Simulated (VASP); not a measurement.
A run of VASP 6.6.1 is set up as follows.

Contents of INCAR:

```
SYSTEM = HfO2
ALGO = Normal
EDIFF = 1E-6
ENCUT = 600
GGA = PS
GGA_COMPAT = .FALSE.
ISIF = 2
ISMEAR = 0
LASPH = .TRUE.
LCHARG = .TRUE.
LELF = .TRUE.
LREAL = .FALSE.
LVHAR = .TRUE.
LWAVE = .FALSE.
NBANDS = 18
NELM = 120
PREC = Accurate
SIGMA = 0.02
```

File KPOINTS:

```
k-points
0
G
  8 8 8
  0 0 0
```

File POSCAR:

```
HfO2
1.0
    0.0000000000      2.5222516860      2.5222516860
    2.5222516860      0.0000000000      2.5222516860
    2.5222516860      2.5222516860      0.0000000000
Hf O
1 2
Direct
    0.0000000000      0.0000000000      0.0000000000
    0.2500000000      0.2500000000      0.2500000000
    0.7500000000      0.7500000000      0.7500000000
```

Potentials or basis: VASP PAW PBE potentials, release 64 (Hf_pv, O).

Launch:

```sh
$ cat potpaw_PBE.64/Hf_pv/POTCAR potpaw_PBE.64/O/POTCAR > POTCAR
$ mpirun -np 1 vasp_std > vasp.out
```

Question: Estimate the band gap on the k mesh.

Answer: 3.71 eV.

Question: What does it give for the pressure?

Answer: -4.0 GPa.

Caveat: the cell stands under tension; the PAW data sets were made with another functional, which shifts forces and pressure a little; spin-orbit coupling is left out, which moves the levels of the heavy elements. A k mesh can miss the band edges.
